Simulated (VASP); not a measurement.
A run of VASP 6.6.1:

Contents of INCAR:

```
PREC = Accurate
ENCUT = 520
EDIFF = 1E-6
ISMEAR = -1
SIGMA = 0.05
LREAL = F
LASPH = T
NELM = 80
ALGO = Normal
ISIF = 2
LWAVE = F
LCHARG = T
LELF = T
LVHAR = T
NBANDS = 27
```

The input KPOINTS:

```
Automatic mesh
0
Gamma
  7 7 7
```

File POSCAR:

```
KTaO3
1.0
    3.9615320794      0.0000000000      0.0000000000
    0.0000000000      3.9615320794      0.0000000000
    0.0000000000      0.0000000000      3.9615320794
Ta K O
1 1 3
Direct
    0.0000000000      0.0000000000      0.0000000000
    0.5000000000      0.5000000000      0.5000000000
    0.0000000000      0.0000000000      0.5000000000
    0.0000000000      0.5000000000      0.0000000000
    0.5000000000      0.0000000000      0.0000000000
```

Potentials or basis: VASP PAW LDA potentials, release 64 (Ta_pv, K_sv, O).

Run with:

```bash
$ cat potpaw_LDA.64/Ta_pv/POTCAR potpaw_LDA.64/K_sv/POTCAR potpaw_LDA.64/O/POTCAR > POTCAR
$ mpirun -np 1 vasp_std > vasp.out
```

Hardware: 1 thread of AMD EPYC 7R13, with other jobs on the host.

Problem. Estimate the wall time of this run.

Solution. It took 59 s on 1 thread of AMD EPYC 7R13, on a shared host, peak memory 0.14 GiB. Counts: scf iterations 13, k points 20.
